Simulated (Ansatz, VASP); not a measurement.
## Pt in VASP and in Ansatz

```xyz
2
Lattice="2.5889 0.0000 0.0000 -1.2945 2.2421 0.0000 0.0000 0.0000 4.9421" Properties=species:S:1:pos:R:3 pbc="T T T"
Pt    1.2945    0.7474    3.7066
Pt    0.0000    1.4947    1.2355
```

Change from the starting cell: strain -0.050 along x and y, +0.050 along z, atoms carried along.

Alike in both runs: task single point; functional PBEsol; k mesh 24 × 24 × 14; occupations gaussian, width 0.15 eV; no spin polarisation.

```csv
,VASP,Ansatz
version,VASP 6.6.1,Ansatz 0.2.0
potentials or method,"VASP PAW PBE potentials, release 64 (Pt), cutoff 520 eV","scalar-relativistic, plane waves, PAW"
valence electrons in the cell,20,36
```

VASP gave:

```
gap on the k mesh at the Fermi level (eV)                     : none
pressure (GPa)                                                : 25.2
traceless stress, the component that is largest in VASP (GPa) : -26.14
```

Task: Which values does Ansatz return?

Result: gap on the k mesh at the Fermi level (eV): none; pressure (GPa): 25.5; traceless stress, the component that is largest in VASP (GPa): -26.09.

VASP's potentials were made for PBE, not for PBEsol. A gap of «none» marks a metal or a gap that the smearing closes. VASP's potentials hold 20 valence electrons a cell and Ansatz's 36, so a difference there can come from the potentials and not from the codes.

Spin-orbit coupling is off throughout.
